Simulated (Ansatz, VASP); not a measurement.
## TiCo in VASP and in Ansatz

```
Ti Co
1.0
     2.96760    0.00000    0.00000
     0.00000    2.96760    0.00000
     0.00000    0.00000    2.96760
Ti Co
1 1
Direct
  0.00000 0.00000 0.00000
  0.50000 0.50000 0.50000
```

Alike in both runs: task single point; functional PBEsol; k mesh 14 × 14 × 14; occupations gaussian, width 0.1 eV; collinear spin.

```csv
,VASP,Ansatz
version,VASP 6.6.1,Ansatz 0.2.0
potentials or method,"VASP PAW PBE potentials, release 64 (Ti_sv, Co), cutoff 520 eV","scalar-relativistic, plane waves, PAW"
valence electrons in the cell,21,29
```

Ansatz gave:

```
gap on the k mesh at the Fermi level (eV)                     : none
pressure (GPa)                                                : -4.9
net moment per atom (μB)                                      : 0.38
size of the moment on the site where the two differ most (μB) : 0.82
```

Task: Which values does VASP return?

Result: gap on the k mesh at the Fermi level (eV): none; pressure (GPa): -5.4; net moment per atom (μB): 0.35; size of the moment on the site where the two differ most (μB): 0.74.

VASP's potentials were made for PBE, not for PBEsol. Site moments also hang on the region over which each program counts them. A gap of «none» marks a metal or a gap that the smearing closes. The functional is the same, so the differences come from potentials, cutoffs and numerics. VASP's potentials hold 21 valence electrons a cell and Ansatz's 29, so a difference there can come from the potentials and not from the codes.
